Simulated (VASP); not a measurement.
# Pb (Im-3m) in VASP: further runs

Pb is run at these levels: PBE; tasks: single point.

Program: VASP 6.6.1. These are calculated values, not measurements. Logs are shortened: lines on timing, memory, paths and dates and some standing lists are left out, and cuts for length are marked.

### 1 The cell of the first run

It takes space group Im-3m (No. 229, cubic). Conventional cell: a = 3.517 Å, b = 3.517 Å, c = 3.517 Å, α = 90.00°, β = 90.00°, γ = 90.00°. Pb (site symmetry m-3m) has 14 Pb at 3.05 to 3.52 Å within 4.0 Å.

### 2 Single point, PBE (volume scaled by 0.68)

Input file INCAR:

```
SYSTEM = Pb
  ALGO = Normal
  EDIFF = 1E-6
  ENCUT = 520
  GGA = PE
  ISIF = 2
  ISMEAR = -1
  LASPH = .TRUE.
  LCHARG = .FALSE.
  LREAL = .FALSE.
  LWAVE = .FALSE.
  NBANDS = 13
  NELM = 80
  PREC = Accurate
  SIGMA = 0.1
```

Input file KPOINTS:

```
k-points
0
G
  15 15 15
  0 0 0
```

Input file POSCAR:

```
Pb
1.0
   -1.7586224009      1.7586224009      1.7586224009
    1.7586224009     -1.7586224009      1.7586224009
    1.7586224009      1.7586224009     -1.7586224009
Pb
1
Direct
    0.0000000000      0.0000000000      0.0000000000
```

Potentials or basis: VASP PAW PBE potentials, release 64 (Pb_d).

Launch:

```console
cat potpaw_PBE.64/Pb_d/POTCAR > POTCAR
mpirun -np 1 vasp_std > vasp.out
```

OUTCAR:

```text
SYSTEM = Pb
   EDIFF = 1E-6
   ENCUT = 520
   GGA = PE
   ISIF = 2
   ISMEAR = -1
   LASPH = .TRUE.
   LREAL = .FALSE.
   NELM = 80
   PREC = Accurate

 ion  position               nearest neighbor table
   1  0.000  0.000  0.000-

  LATTYP: Found a body centered cubic cell.
 ALAT       =     3.5172448018

  Lattice vectors:

 A1 = (  -1.7586224009,   1.7586224009,   1.7586224009)
 A2 = (   1.7586224009,  -1.7586224009,   1.7586224009)
 A3 = (   1.7586224009,   1.7586224009,  -1.7586224009)

Analysis of symmetry for initial positions (statically):
=====================================================================
 Subroutine PRICEL returns:
 Original cell was already a primitive cell.

 Routine SETGRP: Setting up the symmetry group for a
 body centered cubic supercell.

 Subroutine GETGRP returns: Found 48 space group operations
 (whereof 48 operations were pure point group operations)
 out of a pool of 48 trial point group operations.

The static configuration has the point symmetry O_h .

Analysis of symmetry for dynamics (positions and initial velocities):
=====================================================================
 Subroutine PRICEL returns:
 Original cell was already a primitive cell.

 Routine SETGRP: Setting up the symmetry group for a
 body centered cubic supercell.

 Subroutine GETGRP returns: Found 48 space group operations
 (whereof 48 operations were pure point group operations)
 out of a pool of 48 trial point group operations.

The dynamic configuration has the point symmetry O_h .

 Subroutine INISYM returns: Found 48 space group operations
 (whereof 48 operations are pure point group operations),
 and found     1 'primitive' translations

----------------------------------------------------------------------------------------

                                     Primitive cell

  volume of cell :      21.7559

  direct lattice vectors                    reciprocal lattice vectors
    -1.758622401  1.758622401  1.758622401     0.000000000  0.284313449  0.284313449
     1.758622401 -1.758622401  1.758622401     0.284313449  0.000000000  0.284313449
     1.758622401  1.758622401 -1.758622401     0.284313449  0.284313449  0.000000000

  length of vectors
     3.046023350  3.046023350  3.046023350     0.402079935  0.402079935  0.402079935

  position of ions in fractional coordinates (direct lattice)
     0.000000000  0.000000000  0.000000000

  ion indices of the primitive-cell ions
   primitive index   ion index
                 1           1

----------------------------------------------------------------------------------------

 KPOINTS: k-points

Automatic generation of k-mesh.
 Grid dimensions read from file:
 generate k-points for:   15   15   15

 Generating k-lattice:

  Cartesian coordinates                     Fractional coordinates (reciprocal lattice)
     0.000000000  0.018954230  0.018954230     0.066666667  0.000000000  0.000000000
     0.018954230  0.000000000  0.018954230     0.000000000  0.066666667  0.000000000
     0.018954230  0.018954230  0.000000000     0.000000000  0.000000000  0.066666667

  Length of vectors
     0.026805329  0.026805329  0.026805329

  Shift w.r.t. Gamma in fractional coordinates (k-lattice)
     0.000000000  0.000000000  0.000000000

 Subroutine IBZKPT returns following result:
 ===========================================

 Found    120 irreducible k-points:

 Following reciprocal coordinates:
            Coordinates               Weight
  0.000000  0.000000  0.000000      1.000000
  0.066667  0.000000  0.000000     12.000000
  0.133333  0.000000  0.000000     12.000000
  0.200000  0.000000  0.000000     12.000000
  0.266667  0.000000  0.000000     12.000000
  0.333333  0.000000  0.000000     12.000000
[... 16 lines left out ...]
  0.333333  0.200000  0.000000     48.000000
  0.400000  0.200000  0.000000     24.000000
 [... further k-points ...]
   k-points           NKPTS =    120   k-points in BZ     NKDIM =    120   number of bands    NBANDS=     13
   number of dos      NEDOS =    301   number of ions     NIONS =      1
   total plane-waves  NPLWV =  13824
   dimension x,y,z NGX =    24 NGY =   24 NGZ =   24
   dimension x,y,z NGXF=    48 NGYF=   48 NGZF=   48
   ions per type =               1
   NGX,Y,Z   is equivalent  to a cutoff of  13.10, 13.10, 13.10 a.u.
   NGXF,Y,Z  is equivalent  to a cutoff of  26.20, 26.20, 26.20 a.u.
 SYSTEM =  Pb
   PREC   = accura    normal or accurate (medium, high low for compatibility)
   ISTART =      0    job   : 0-new  1-cont  2-samecut
   ICHARG =      2    charge: 1-file 2-atom 10-const
   ISPIN  =      1    spin polarized calculation?
   LNONCOLLINEAR =      F non collinear calculations
   LSORBIT =      F    spin-orbit coupling
   LASPH  =      T    aspherical Exc in radial PAW
   ENCUT  =  520.0 eV  38.22 Ry    6.18 a.u.   5.66  5.66  5.66*2*pi/ulx,y,z
   NELM   =     80;   NELMIN=  2; NELMDL= -5     # of ELM steps
   EDIFF  = 0.1E-05   stopping-criterion for ELM
   LREAL  =      F    real-space projection
   EDIFFG = 0.1E-04   stopping-criterion for IOM
   NSW    =      0    number of steps for IOM
   IBRION =     -1    ionic relax: 0-MD 1-quasi-New 2-CG
   NFREE  =      0    steps in history (QN), initial steepest desc. (CG)
   ISIF   =      2    stress and relaxation
   ISYM   =      2    0-nonsym 1-usesym 2-fastsym
   POTIM  = 0.5000    time-step for ionic-motion
   TEBEG  =    0.0;   TEEND  =   0.0 temperature during run
   PSTRESS=    0.0 pullay stress
   NELECT =      14.0000    total number of electrons
   NUPDOWN=      -1.0000    fix difference up-down
   EMIN   =  10.00;   EMAX   =-10.00  energy-range for DOS
   EFERMI =   0.00;   METHOD = LEGACY
   ISMEAR =    -1;   SIGMA  =   0.10  broadening in eV -4-tet -1-fermi 0-gaus
   EFERMI_NEDOS =   21; number of points for ismear=-14 and -15
   IALGO  =     38    algorithm
   IMIX   =      4    mixing-type and parameters
     AMIX     =   0.40;   BMIX     =  1.00
     AMIX_MAG =   1.60;   BMIX_MAG =  1.00
  volume/ion in A,a.u.               =      21.76       146.82
  Fermi-wavevector in a.u.,A,eV,Ry     =   1.413378  2.670897 27.179496  1.997637
  Thomas-Fermi vector in A             =   2.535029
   LORBIT       =      0    0 simple, 1 ext, 2 COOP (PROOUT), +10 PAW based schemes
   GGA     = PE    functional components
   LHFCALC =     F    Hartree Fock is set to
   AEXX    =    0.0000 exact exchange contribution
   IVDW    =     0    specifies the selected vdW correction
   LEPSILON=     F    determine dielectric tensor
   LRPA    =     F    only Hartree local field effects (RPA)
 non-spin polarized calculation
  energy-cutoff  :      520.00
  volume of cell :       21.76
 maximum number of plane-waves:       603
   NGX = 11   NGY = 11   NGZ = 11

 number of electron      14.0000004 magnetization

 Free energy of the ion-electron system (eV)
  ---------------------------------------------------
  ext. energy  EPLUGINS =         0.00000000
  ---------------------------------------------------
  free energy    TOTEN  =        -2.70051739 eV

  energy without entropy =       -2.68438828  energy(sigma->0) =       -2.69245283

 E-fermi :  11.7875     XC(G=0): -11.8940

 val. band max:       11.7862524392   @ k =   0.2667   0.0667   0.0000
 cond. band min:      11.8304318316   @ k =  -0.4000   0.4000   0.4000
 fundamental gap:      0.0441793925
 Fermi energy:        11.7874755805

 k-point     1 :       0.0000    0.0000    0.0000
  band No.  band energies     occupation
      1      -5.9951      2.00000
      2      -5.9951      2.00000
      3      -5.9951      2.00000
      4      -5.4171      2.00000
      5      -5.4171      2.00000
      6      -2.8336      2.00000
      7      22.8676      0.00000
      8      22.8676      0.00000
      9      22.8676      0.00000
     10      23.0642      0.00000
     11      23.0642      0.00000
     12      23.0642      0.00000
     13      27.8449      0.00000

 k-point     2 :       0.0667    0.0000    0.0000
  band No.  band energies     occupation
      1      -6.0055      2.00000
      2      -5.9866      2.00000
      3      -5.9573      2.00000
      4      -5.4287      2.00000
      5      -5.4174      2.00000
      6      -2.7085      2.00000
      7      21.3946      0.00000
      8      22.3405      0.00000
      9      22.4040      0.00000
     10      22.8726      0.00000
     11      23.0285      0.00000
     12      23.1676      0.00000
     13      28.2184      0.00000

 k-point     3 :       0.1333    0.0000    0.0000
  band No.  band energies     occupation
      1      -6.0349      2.00000
      2      -5.9699      2.00000
      3      -5.8489      2.00000
      4      -5.4582      2.00000
      5      -5.4181      2.00000
      6      -2.3271      2.00000
      7      18.6696      0.00000
      8      21.1582      0.00000
      9      21.3542      0.00000
     10      22.5335      0.00000
     11      22.9374      0.00000
     12      23.6102      0.00000
     13      28.3982      0.00000
[... 305 lines left out ...]
 k-point    23 :       0.3333    0.2000    0.0000
  band No.  band energies     occupation
      1      -6.1620      2.00000
      2      -5.9294      2.00000
      3      -5.5143      2.00000
      4      -5.4640      2.00000
      5      -5.2304      2.00000
      6       3.2792      2.00000
      7       7.8844      2.00000
      8      12.1419      0.05614
      9      17.1096      0.00000
     10      23.3769      0.00000
     11      25.6832      0.00000
     12      27.3812      0.00000
     13      28.6075      0.00000

 k-point    24 :       0.4000    0.2000    0.0000
  band No.  band energies     occupation
      1      -6.1678      2.00000
      2      -5.9325      2.00000
      3      -5.5180      2.00000
      4      -5.4505      2.00000
      5      -5.2122      2.00000
      6       4.1225      2.00000
      7       6.8770      2.00000
      8      11.9401      0.35703
      9      16.9964      0.00000
     10      23.3475      0.00000
     11      26.3955      0.00000
     12      26.9052      0.00000
     13      28.2335      0.00000

 [... further k-points ...]

------------------------ aborting loop because EDIFF is reached ----------------------------------------

  FORCE on cell =-STRESS in cart. coord.  units (eV):
  Direction    XX          YY          ZZ          XY          YZ          ZX
  --------------------------------------------------------------------------------------
  -------------------------------------------------------------------------------------
  Total        5.1167711      5.1167711      5.1167711      0.0000000      0.0000000     -0.0000000
  in kB      376.8155199    376.8155199    376.8155199      0.0000000      0.0000000     -0.0000000
  external PRESSURE =     376.8155199 kB  Pullay stress =       0.0000000 kB

 VOLUME and BASIS-vectors are now :
 -----------------------------------------------------------------------------
  energy-cutoff  :      520.00
  volume of cell :       21.76
      direct lattice vectors                 reciprocal lattice vectors
    -1.758622401  1.758622401  1.758622401     0.000000000  0.284313449  0.284313449
     1.758622401 -1.758622401  1.758622401     0.284313449  0.000000000  0.284313449
     1.758622401  1.758622401 -1.758622401     0.284313449  0.284313449  0.000000000

 POSITION                                       TOTAL-FORCE (eV/Angst)
 -----------------------------------------------------------------------------------
      0.00000      0.00000      0.00000         0.000000     -0.000000     -0.000000
 -----------------------------------------------------------------------------------
    total drift:                                0.000000      0.000000     -0.000000

  FREE ENERGIE OF THE ION-ELECTRON SYSTEM (eV)
  ---------------------------------------------------
  free  energy   TOTEN  =        -2.7005173859 eV

  energy  without entropy=       -2.6843882814  energy(sigma->0) =       -2.69245283
```

Wall time 16 s (1 thread of Intel Xeon Platinum 8375C at 2.90GHz (Ice Lake), shared host); peak memory 0.16 GiB.

Results:

```
Free energy            : -2.7005 eV
Pressure               : 37.7 GPa
Band gap on the k mesh : zero (band 7 reaches 22.87 eV, above the bottom of band 8 at 8.67 eV)
```

Caveat: spin-orbit coupling is left out, which moves the levels of the heavy elements.

(Part 1 of 2 ends here.)
